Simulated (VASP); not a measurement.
# V (Im-3m) in VASP: further runs

V is run at these levels: r2SCAN; tasks: single point.

Program: VASP 6.6.1. These are calculated values, not measurements. Logs are shortened: lines on timing, memory, paths and dates and some standing lists are left out, and cuts for length are marked.

## 1. The cell of the first run

Symmetry: Im-3m, No. 229, cubic system. Conventional cell: a = 2.984 Å, b = 2.984 Å, c = 2.984 Å, α = 90.00°, β = 90.00°, γ = 90.00°. Within 3.4 Å of V (site symmetry m-3m) lie 14 V at 2.58 to 2.98 Å.

## 2. Single point, r2SCAN

Contents of POSCAR:

```
V
1.0
   -1.4917693513      1.4917693513      1.4917693513
    1.4917693513     -1.4917693513      1.4917693513
    1.4917693513      1.4917693513     -1.4917693513
V
1
Direct
    0.0000000000      0.0000000000      0.0000000000
```

Contents of INCAR.step1:

```
SYSTEM = V
PREC = Accurate
ENCUT = 520
ISMEAR = -1
SIGMA = 0.1
LREAL = .False.
LASPH = .True.
NELM = 100
NBANDS = 12
GGA = PE
ALGO = Normal
EDIFF = 1E-4
LWAVE = .True.
LCHARG = .False.
```

Contents of INCAR.step2:

```
SYSTEM = V
PREC = Accurate
ENCUT = 520
EDIFF = 1E-7
ISMEAR = -1
SIGMA = 0.1
LREAL = .False.
LASPH = .True.
NELM = 100
ALGO = Normal
ISIF = 2
LWAVE = .False.
LCHARG = .True.
METAGGA = R2SCAN
LMIXTAU = .True.
LELF = .True.
LVHAR = .True.
NBANDS = 12
ISTART = 1
```

Contents of KPOINTS:

```
regular mesh
0
Gamma
  2 2 2
  0 0 0
```

Potentials or basis: VASP PAW PBE potentials, release 64 (V_sv).

Command:

```bash
> cat potpaw_PBE.64/V_sv/POTCAR > POTCAR
> cp INCAR.step1 INCAR
> mpirun -np 1 vasp_std > vasp.out
> cp INCAR.step2 INCAR
> mpirun -np 1 vasp_std > vasp.out
```

OUTCAR:

```text
SYSTEM = V
   PREC = Accurate
   ENCUT = 520
   EDIFF = 1E-7
   ISMEAR = -1
   LREAL = .False.
   LASPH = .True.
   NELM = 100
   ISIF = 2
   METAGGA = R2SCAN
   ISTART = 1

 ion  position               nearest neighbor table
   1  0.000  0.000  0.000-

  LATTYP: Found a body centered cubic cell.
 ALAT       =     2.9835387026

  Lattice vectors:

 A1 = (  -1.4917693513,   1.4917693513,   1.4917693513)
 A2 = (   1.4917693513,  -1.4917693513,   1.4917693513)
 A3 = (   1.4917693513,   1.4917693513,  -1.4917693513)

Analysis of symmetry for initial positions (statically):
=====================================================================
 Subroutine PRICEL returns:
 Original cell was already a primitive cell.

 Routine SETGRP: Setting up the symmetry group for a
 body centered cubic supercell.

 Subroutine GETGRP returns: Found 48 space group operations
 (whereof 48 operations were pure point group operations)
 out of a pool of 48 trial point group operations.

The static configuration has the point symmetry O_h .

Analysis of symmetry for dynamics (positions and initial velocities):
=====================================================================
 Subroutine PRICEL returns:
 Original cell was already a primitive cell.

 Routine SETGRP: Setting up the symmetry group for a
 body centered cubic supercell.

 Subroutine GETGRP returns: Found 48 space group operations
 (whereof 48 operations were pure point group operations)
 out of a pool of 48 trial point group operations.

The dynamic configuration has the point symmetry O_h .

 Subroutine INISYM returns: Found 48 space group operations
 (whereof 48 operations are pure point group operations),
 and found     1 'primitive' translations

----------------------------------------------------------------------------------------

                                     Primitive cell

  volume of cell :      13.2790

  direct lattice vectors                    reciprocal lattice vectors
    -1.491769351  1.491769351  1.491769351     0.000000000  0.335172458  0.335172458
     1.491769351 -1.491769351  1.491769351     0.335172458  0.000000000  0.335172458
     1.491769351  1.491769351 -1.491769351     0.335172458  0.335172458  0.000000000

  length of vectors
     2.583820310  2.583820310  2.583820310     0.474005436  0.474005436  0.474005436

[... 61 lines left out ...]
   NFREE  =      0    steps in history (QN), initial steepest desc. (CG)
   ISIF   =      2    stress and relaxation
   ISYM   =      2    0-nonsym 1-usesym 2-fastsym
   POTIM  = 0.5000    time-step for ionic-motion
   TEBEG  =    0.0;   TEEND  =   0.0 temperature during run
   PSTRESS=    0.0 pullay stress
   NELECT =      13.0000    total number of electrons
   NUPDOWN=      -1.0000    fix difference up-down
   EMIN   =  10.00;   EMAX   =-10.00  energy-range for DOS
   EFERMI =   0.00;   METHOD = LEGACY
   ISMEAR =    -1;   SIGMA  =   0.10  broadening in eV -4-tet -1-fermi 0-gaus
   EFERMI_NEDOS =   21; number of points for ismear=-14 and -15
   IALGO  =     38    algorithm
   IMIX   =      4    mixing-type and parameters
     AMIX     =   0.40;   BMIX     =  1.00
     AMIX_MAG =   1.60;   BMIX_MAG =  1.00
  volume/ion in A,a.u.               =      13.28        89.61
  Fermi-wavevector in a.u.,A,eV,Ry     =   1.625552  3.071848 35.952309  2.642420
  Thomas-Fermi vector in A             =   2.718657
   LORBIT       =      0    0 simple, 1 ext, 2 COOP (PROOUT), +10 PAW based schemes
   METAGGA = R2SCAN    functional components
   LHFCALC =     F    Hartree Fock is set to
   AEXX    =    0.0000 exact exchange contribution
   IVDW    =     0    specifies the selected vdW correction
   LEPSILON=     F    determine dielectric tensor
   LRPA    =     F    only Hartree local field effects (RPA)
 non-spin polarized calculation
  energy-cutoff  :      520.00
  volume of cell :       13.28
 maximum number of plane-waves:       370
 NGX is ok and might be reduce to    20
   NGX =  9   NGY =  9   NGZ =  9

 number of electron      12.9999991 magnetization

 Free energy of the ion-electron system (eV)
  ---------------------------------------------------
  ext. energy  EPLUGINS =         0.00000000
  ---------------------------------------------------
  free energy    TOTEN  =       -14.65608952 eV

  energy without entropy =      -14.56054040  energy(sigma->0) =      -14.60831496

 E-fermi :  11.4208     XC(G=0): -14.0583

 val. band max:       10.4847633053   @ k =   0.0000   0.0000   0.0000
 cond. band min:      11.4901114602   @ k =   0.5000   0.0000   0.0000
 fundamental gap:      1.0053481550
 Fermi energy:        11.4208159712

 k-point     1 :       0.0000    0.0000    0.0000
  band No.  band energies     occupation
      1     -55.9923      2.00000
      2     -28.1342      2.00000
      3     -28.1341      2.00000
      4     -28.1341      2.00000
      5       2.7947      2.00000
      6      10.4847      1.99983
      7      10.4848      1.99983
      8      10.4848      1.99983
      9      13.0581      0.00000
     10      13.0581      0.00000
     11      31.2416      0.00000
     12      31.2416      0.00000
[... 16 lines left out ...]
 k-point     3 :       0.5000    0.5000    0.5000
  band No.  band energies     occupation
      1     -55.6110      2.00000
      2     -28.8267      2.00000
      3     -28.8266      2.00000
      4     -28.8266      2.00000
      5       7.0147      2.00000
      6       7.0147      2.00000
      7      14.1023      0.00000
      8      14.1024      0.00000
      9      14.1024      0.00000
     10      20.5817      0.00000
     11      20.5817      0.00000
     12      20.5819      0.00000

------------------------ aborting loop because EDIFF is reached ----------------------------------------

  FORCE on cell =-STRESS in cart. coord.  units (eV):
  Direction    XX          YY          ZZ          XY          YZ          ZX
  --------------------------------------------------------------------------------------
  -------------------------------------------------------------------------------------
  Total       -2.1239463     -2.1239463     -2.1239463      0.0000000     -0.0000000     -0.0000000
  in kB     -256.2648717   -256.2648717   -256.2648717      0.0000000     -0.0000000     -0.0000000
  external PRESSURE =    -256.2648717 kB  Pullay stress =       0.0000000 kB

 VOLUME and BASIS-vectors are now :
 -----------------------------------------------------------------------------
  energy-cutoff  :      520.00
  volume of cell :       13.28
      direct lattice vectors                 reciprocal lattice vectors
    -1.491769351  1.491769351  1.491769351     0.000000000  0.335172458  0.335172458
     1.491769351 -1.491769351  1.491769351     0.335172458  0.000000000  0.335172458
     1.491769351  1.491769351 -1.491769351     0.335172458  0.335172458  0.000000000

 POSITION                                       TOTAL-FORCE (eV/Angst)
 -----------------------------------------------------------------------------------
      0.00000      0.00000      0.00000         0.000000      0.000000      0.000000
 -----------------------------------------------------------------------------------
    total drift:                                0.000000     -0.000000      0.000000

  FREE ENERGIE OF THE ION-ELECTRON SYSTEM (eV)
  ---------------------------------------------------
  free  energy   TOTEN  =       -14.6560895198 eV

  energy  without entropy=      -14.5605404025  energy(sigma->0) =      -14.60831496
```

OUTCAR.step1:

```text
SYSTEM = V
   PREC = Accurate
   ENCUT = 520
   ISMEAR = -1
   LREAL = .False.
   LASPH = .True.
[... 236 lines left out ...]

 POSITION                                       TOTAL-FORCE (eV/Angst)
 -----------------------------------------------------------------------------------
      0.00000      0.00000      0.00000        -0.000000     -0.000000     -0.000000
 -----------------------------------------------------------------------------------
    total drift:                                0.000000     -0.000000      0.000000

  FREE ENERGIE OF THE ION-ELECTRON SYSTEM (eV)
  ---------------------------------------------------
  free  energy   TOTEN  =        -9.4729825848 eV

  energy  without entropy=       -9.3774234287  energy(sigma->0) =       -9.42520301
```

OSZICAR.step1:

```text
N       E                     dE             d eps       ncg     rms          rms(c)
DAV:   1     0.998314903912E+02    0.99831E+02   -0.71784E+03    72   0.119E+03
DAV:   2    -0.944083178372E+01   -0.10927E+03   -0.10805E+03    80   0.349E+02
DAV:   3    -0.106359203879E+02   -0.11951E+01   -0.11930E+01    76   0.432E+01
DAV:   4    -0.106426578010E+02   -0.67374E-02   -0.67373E-02    76   0.341E+00
DAV:   5    -0.106427546276E+02   -0.96827E-04   -0.96828E-04    72   0.378E-01    0.226E+01
DAV:   6    -0.953317822203E+01    0.11096E+01   -0.50327E+00    72   0.336E+01    0.328E+00
DAV:   7    -0.946807016315E+01    0.65108E-01   -0.21652E-01    72   0.658E+00    0.337E+00
DAV:   8    -0.948000929240E+01   -0.11939E-01   -0.97812E-02    72   0.433E+00    0.103E+00
DAV:   9    -0.947297504286E+01    0.70342E-02   -0.29975E-02    72   0.242E+00    0.526E-02
DAV:  10    -0.947298258477E+01   -0.75419E-05   -0.35094E-05    44   0.865E-02
   1 F= -.94729826E+01 E0= -.94252030E+01  d E =-.955592E-01
```

Run time: 8 s. Hardware: 1 thread of Intel Xeon Platinum 8375C at 2.90GHz (Ice Lake), shared host; peak memory 0.12 GiB.

Results:

* Free energy: -14.6561 eV
* Pressure: -25.6 GPa

Caveat: the k points lie up to 1.49 Å⁻¹ apart; the PAW data sets were made with another functional, which shifts forces and pressure a little.

## 3. Single point, r2SCAN

POSCAR is that of step 2.

Contents of INCAR.step1:

```
PREC = Accurate
ENCUT = 520
ISMEAR = -1
SIGMA = 0.1
LREAL = False
LASPH = True
NELM = 100
NBANDS = 12
GGA = PE
ALGO = Normal
EDIFF = 1E-4
LWAVE = True
LCHARG = False
```

Contents of INCAR.step2:

```
PREC = Accurate
ENCUT = 520
EDIFF = 1E-6
ISMEAR = -1
SIGMA = 0.1
LREAL = False
LASPH = True
NELM = 100
ALGO = Normal
ISIF = 2
LWAVE = False
LCHARG = False
METAGGA = R2SCAN
LMIXTAU = True
NBANDS = 12
ISTART = 1
```

Contents of KPOINTS:

```
regular mesh
0
Gamma
  4 4 4
```

Potentials or basis: VASP PAW PBE potentials, release 64 (V_sv).

Command:

```bash
> cat potpaw_PBE.64/V_sv/POTCAR > POTCAR
> cp INCAR.step1 INCAR
> mpirun -np 1 vasp_std > vasp.out
> cp INCAR.step2 INCAR
> mpirun -np 1 vasp_std > vasp.out
```

OUTCAR:

```text
PREC = Accurate
   ENCUT = 520
   EDIFF = 1E-6
   ISMEAR = -1
   LREAL = False
   LASPH = True
   NELM = 100
   ISIF = 2
   METAGGA = R2SCAN
   ISTART = 1

 ion  position               nearest neighbor table
   1  0.000  0.000  0.000-

  LATTYP: Found a body centered cubic cell.
 ALAT       =     2.9835387026

  Lattice vectors:

 A1 = (  -1.4917693513,   1.4917693513,   1.4917693513)
 A2 = (   1.4917693513,  -1.4917693513,   1.4917693513)
 A3 = (   1.4917693513,   1.4917693513,  -1.4917693513)

Analysis of symmetry for initial positions (statically):
=====================================================================
 Subroutine PRICEL returns:
 Original cell was already a primitive cell.

 Routine SETGRP: Setting up the symmetry group for a
 body centered cubic supercell.

 Subroutine GETGRP returns: Found 48 space group operations
 (whereof 48 operations were pure point group operations)
 out of a pool of 48 trial point group operations.

The static configuration has the point symmetry O_h .

Analysis of symmetry for dynamics (positions and initial velocities):
=====================================================================
 Subroutine PRICEL returns:
 Original cell was already a primitive cell.

 Routine SETGRP: Setting up the symmetry group for a
 body centered cubic supercell.

 Subroutine GETGRP returns: Found 48 space group operations
 (whereof 48 operations were pure point group operations)
 out of a pool of 48 trial point group operations.

The dynamic configuration has the point symmetry O_h .

 Subroutine INISYM returns: Found 48 space group operations
 (whereof 48 operations are pure point group operations),
 and found     1 'primitive' translations

----------------------------------------------------------------------------------------

                                     Primitive cell
[... 95 lines left out ...]
  Thomas-Fermi vector in A             =   2.718657
   LORBIT       =      0    0 simple, 1 ext, 2 COOP (PROOUT), +10 PAW based schemes
   METAGGA = R2SCAN    functional components
   LHFCALC =     F    Hartree Fock is set to
   AEXX    =    0.0000 exact exchange contribution
   IVDW    =     0    specifies the selected vdW correction
   LEPSILON=     F    determine dielectric tensor
   LRPA    =     F    only Hartree local field effects (RPA)
 non-spin polarized calculation
  energy-cutoff  :      520.00
  volume of cell :       13.28
 maximum number of plane-waves:       370
   NGX =  9   NGY =  9   NGZ =  9

 number of electron      12.9999992 magnetization

 Free energy of the ion-electron system (eV)
  ---------------------------------------------------
  ext. energy  EPLUGINS =         0.00000000
  ---------------------------------------------------
  free energy    TOTEN  =       -14.26035335 eV

  energy without entropy =      -14.22957900  energy(sigma->0) =      -14.24496617

 E-fermi :   9.8644     XC(G=0): -14.1544

 val. band max:        9.8227223353   @ k =   0.2500   0.0000   0.0000
 cond. band min:      10.3232390992   @ k =   0.0000   0.0000   0.0000
 fundamental gap:      0.5005167639
 Fermi energy:         9.8643672062

 k-point     1 :       0.0000    0.0000    0.0000
  band No.  band energies     occupation
      1     -56.4814      2.00000
      2     -28.6075      2.00000
      3     -28.6075      2.00000
      4     -28.6075      2.00000
      5       2.7512      2.00000
      6      10.3232      0.02013
      7      10.3233      0.02012
      8      10.3233      0.02012
      9      12.5165      0.00000
     10      12.5165      0.00000
     11      31.2010      0.00000
     12      31.2010      0.00000
[... 91 lines left out ...]
 k-point     8 :       0.5000    0.5000    0.5000
  band No.  band energies     occupation
      1     -56.1143      2.00000
      2     -29.2685      2.00000
      3     -29.2685      2.00000
      4     -29.2685      2.00000
      5       6.6439      2.00000
      6       6.6439      2.00000
      7      13.7846      0.00000
      8      13.7848      0.00000
      9      13.7848      0.00000
     10      20.6246      0.00000
     11      20.6246      0.00000
     12      20.6250      0.00000

------------------------ aborting loop because EDIFF is reached ----------------------------------------

  FORCE on cell =-STRESS in cart. coord.  units (eV):
  Direction    XX          YY          ZZ          XY          YZ          ZX
  --------------------------------------------------------------------------------------
  -------------------------------------------------------------------------------------
  Total       -0.0637418     -0.0637418     -0.0637418     -0.0000000     -0.0000000      0.0000000
  in kB       -7.6907704     -7.6907704     -7.6907704     -0.0000000     -0.0000000      0.0000000
  external PRESSURE =      -7.6907704 kB  Pullay stress =       0.0000000 kB

 VOLUME and BASIS-vectors are now :
 -----------------------------------------------------------------------------
  energy-cutoff  :      520.00
  volume of cell :       13.28
      direct lattice vectors                 reciprocal lattice vectors
    -1.491769351  1.491769351  1.491769351     0.000000000  0.335172458  0.335172458
     1.491769351 -1.491769351  1.491769351     0.335172458  0.000000000  0.335172458
     1.491769351  1.491769351 -1.491769351     0.335172458  0.335172458  0.000000000

 POSITION                                       TOTAL-FORCE (eV/Angst)
 -----------------------------------------------------------------------------------
      0.00000      0.00000      0.00000        -0.000000      0.000000     -0.000000
 -----------------------------------------------------------------------------------
    total drift:                                0.000000     -0.000000     -0.000000

  FREE ENERGIE OF THE ION-ELECTRON SYSTEM (eV)
  ---------------------------------------------------
  free  energy   TOTEN  =       -14.2603533471 eV

  energy  without entropy=      -14.2295789978  energy(sigma->0) =      -14.24496617
```

It took 7.8 s on 1 thread of Intel Xeon Platinum 8375C at 2.90GHz (Ice Lake), shared host; peak memory 0.13 GiB.

Results:

* Free energy: -14.2604 eV
* Pressure: -0.8 GPa

Caveat: the k points lie up to 0.74 Å⁻¹ apart; the PAW data sets were made with another functional, which shifts forces and pressure a little.

## 4. Single point, r2SCAN

POSCAR is that of step 3.

Contents of INCAR.step1:

```
SYSTEM = V
  ALGO = Normal
  EDIFF = 1E-4
  ENCUT = 520
  GGA = PE
  ISMEAR = -1
  LASPH = .TRUE.
  LCHARG = .FALSE.
  LREAL = .FALSE.
  LWAVE = .TRUE.
  NBANDS = 12
  NELM = 100
  PREC = Accurate
  SIGMA = 0.1
```

Contents of INCAR.step2:

```
SYSTEM = V
  ALGO = Normal
  EDIFF = 1E-6
  ENCUT = 520
  ISIF = 2
  ISMEAR = -1
  ISTART = 1
  LASPH = .TRUE.
  LCHARG = .FALSE.
  LMIXTAU = .TRUE.
  LREAL = .FALSE.
  LWAVE = .FALSE.
  METAGGA = R2SCAN
  NBANDS = 12
  NELM = 100
  PREC = Accurate
  SIGMA = 0.1
```

Contents of KPOINTS:

```
k-points
0
G
  5 5 5
  0 0 0
```

Command:

```bash
> cat potpaw_PBE.64/V_sv/POTCAR > POTCAR
> cp INCAR.step1 INCAR
> mpirun -np 1 vasp_std > vasp.out
> cp INCAR.step2 INCAR
> mpirun -np 1 vasp_std > vasp.out
```

Wall time 8.4 s (1 thread of Intel Xeon Platinum 8375C at 2.90GHz (Ice Lake), shared host); peak memory 0.12 GiB.

The run converged. Its results:

```
Free energy : -14.1215 eV
Pressure    : 2.4 GPa
```

Levels at points of the mesh, in eV from the Fermi level:
| k point | band 4 | band 5 | band 6 | band 7 | band 8 | band 9 |
| --- | --- | --- | --- | --- | --- | --- |
| (0.00, 0.00, 0.00) | -38.55 | -7.21 | 0.36 | 0.36 | 0.36 | 2.59 |

Caveat: the k points lie up to 0.60 Å⁻¹ apart; the PAW data sets were made with another functional, which shifts forces and pressure a little.

## 5. Summary

```csv
k mesh,gap on the mesh (eV),pressure (GPa)
2 × 2 × 2,none,-25.6
4 × 4 × 4,none,-0.8
5 × 5 × 5,none,2.4
```

Alike in all rows: task single point; level r2SCAN; potentials or basis VASP PAW PBE potentials, release 64 (V_sv); no spin polarisation; cell as given; cutoff (eV) 520; smearing fermi-dirac 0.1 eV.

Caveats: all runs use coarse meshes; the PAW data sets were made with another functional, which shifts forces and pressure a little.

Total energies depend on the potentials used, so only differences within one code and one set of settings carry meaning.
